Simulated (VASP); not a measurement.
A run of VASP 6.6.1:

INCAR

```
SYSTEM = ZnO
PREC = Accurate
ENCUT = 520
EDIFF = 1E-7
ISMEAR = 0
SIGMA = 0.02
LREAL = .False.
LASPH = .True.
NELM = 60
ALGO = Normal
ISIF = 2
LWAVE = .False.
LCHARG = .False.
GGA = PE
NBANDS = 26
```

KPOINTS

```
Automatic mesh
0
Gamma
  12 12 6
  0 0 0
```

File POSCAR:

```
ZnO
1.0
    3.1070694898      0.0000000000      0.0000000000
   -1.5535347449      2.6908011095      0.0000000000
    0.0000000000      0.0000000000      5.0127743593
Zn O
2 2
Direct
    0.6666666667      0.3333333333      0.5006472146
    0.3333333333      0.6666666667      0.0006472146
    0.6666666667      0.3333333333      0.8796627854
    0.3333333333      0.6666666667      0.3796627854
```

Potentials or basis: VASP PAW PBE potentials, release 64 (Zn, O).

The run is started by

```bash
$ cat potpaw_PBE.64/Zn/POTCAR potpaw_PBE.64/O/POTCAR > POTCAR
$ mpirun -np 1 vasp_std > vasp.out
```

Hardware: 1 thread of Intel(R) Xeon(R) Platinum 8488C (Sapphire Rapids), with other jobs on the host.

Problem. How long does it take, and how much memory?

Solution. It took 49 s on 1 thread of Intel(R) Xeon(R) Platinum 8488C (Sapphire Rapids) (shared host), peak memory 0.2 GiB. Counts: scf iterations 16, k points 76.
